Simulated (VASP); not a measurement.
A run of VASP 6.6.1 is set up as follows.

Contents of INCAR:

```
PREC = Accurate
ENCUT = 520
EDIFF = 1E-7
ISMEAR = -1
SIGMA = 0.05
LREAL = False
LASPH = True
NELM = 60
ALGO = Normal
ISIF = 2
LWAVE = False
LCHARG = True
GGA = PS
IVDW = 12
LELF = True
LVHAR = True
NBANDS = 21
```

Contents of KPOINTS:

```
Automatic mesh
0
Gamma
  11 11 6
```

The input POSCAR:

```
Ru
1.0
    2.6876397213      0.0000000000      0.0000000000
   -1.3438198606      2.3275642749      0.0000000000
    0.0000000000      0.0000000000      4.2531615502
Ru
2
Direct
    0.6666666667      0.3333333333      0.7500000000
    0.3333333333      0.6666666667      0.2500000000
```

Potentials or basis: VASP PAW PBE potentials, release 64 (Ru_pv).

The run is started by

```sh
$ cat potpaw_PBE.64/Ru_pv/POTCAR > POTCAR
$ mpirun -np 1 vasp_std > vasp.out
```

Question: What does it give for the pressure?

Answer: -6.9 GPa.

Question: What does it give for the dispersion energy per atom?

Answer: -0.606 eV.

Question: Predict the band gap on the k mesh.

Answer: Zero (band 14 reaches 14.63 eV, above the bottom of band 15 at 11.45 eV).

Caveat: the PAW data sets were made with another functional, which shifts forces and pressure a little; pairwise dispersion overbinds metals, which lowers pressure and volume.
